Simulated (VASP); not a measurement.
Input of a VASP 6.6.1 run:

POSCAR

```
Ru
1.0
    2.7058000000      0.0000000000      0.0000000000
   -1.3529000000      2.3433000000      0.0000000000
    0.0000000000      0.0000000000      4.2819000000
Ru
2
Direct
    0.3333333333      0.6666666667      0.2500000000
    0.6666666667      0.3333333333      0.7500000000
```

INCAR.step1

```
SYSTEM = Ru
ALGO     = Normal         ! electronic algorithm
EDIFF    = 1E-4           ! SCF threshold, eV
ENCUT    = 600            ! plane-wave cutoff, eV
GGA      = PE             ! functional
ISMEAR   = -1             ! smearing method
LASPH    = .TRUE.         ! aspherical terms in the spheres
LCHARG   = .FALSE.        ! write CHGCAR
LREAL    = .FALSE.        ! projectors in reciprocal space
LWAVE    = .TRUE.         ! write WAVECAR
NELM     = 60             ! most SCF steps
PREC     = Accurate       ! precision mode
SIGMA    = 0.1            ! smearing width, eV
```

Contents of INCAR.step2:

```
SYSTEM = Ru
ALGO     = Normal         ! electronic algorithm
EDIFF    = 1E-6           ! SCF threshold, eV
EDIFFG   = -0.01          ! ionic threshold
ENCUT    = 600            ! plane-wave cutoff, eV
IBRION   = 2              ! ionic algorithm
ISIF     = 3              ! what is computed and relaxed
ISMEAR   = -1             ! smearing method
ISTART   = 1            
LASPH    = .TRUE.         ! aspherical terms in the spheres
LCHARG   = .FALSE.        ! write CHGCAR
LMIXTAU  = .TRUE.       
LREAL    = .FALSE.        ! projectors in reciprocal space
LWAVE    = .FALSE.        ! write WAVECAR
METAGGA  = R2SCAN         ! meta-GGA
NELM     = 60             ! most SCF steps
NSW      = 80             ! ionic steps
PREC     = Accurate       ! precision mode
SIGMA    = 0.1            ! smearing width, eV
```

File KPOINTS:

```
k-points
0
G
  10 10 6
  0 0 0
```

Potentials or basis: VASP PAW PBE potentials, release 64 (Ru_pv).

Run with:

```sh
$ cat potpaw_PBE.64/Ru_pv/POTCAR > POTCAR
$ cp INCAR.step1 INCAR
$ mpirun -np 1 vasp_std > vasp.out
$ cp INCAR.step2 INCAR
$ mpirun -np 1 vasp_std > vasp.out
```

Question: Estimate the relaxed cell.

Answer: a = 2.713 Å, b = 2.713 Å, c = 4.257 Å, α = 90.00°, β = 90.00°, γ = 120.00°.

Question: Predict the space group after relaxing (to 0.05 Å).

Answer: P6_3/mmc (No. 194).

Question: Estimate the band gap on the k mesh.

Answer: Zero (band 14 reaches 14.37 eV, above the bottom of band 15 at 11.03 eV).

Question: Estimate the relaxed volume.

Answer: 13.57 Å³/atom.

The path:
```tsv
step	energy change (eV)	largest force (eV/Å)	pressure (GPa)	volume (Å³)
1	0.0000	0.0000	-0.19	27.15
2	0.0000	0.0000	0.86	27.08
3	-0.0021	0.0000	0.28	27.12
4	-0.0019	0.0000	-0.74	27.20
5	-0.0021	0.0000	0.01	27.14
```

Caveat: the PAW data sets were made with another functional, which shifts forces and pressure a little.
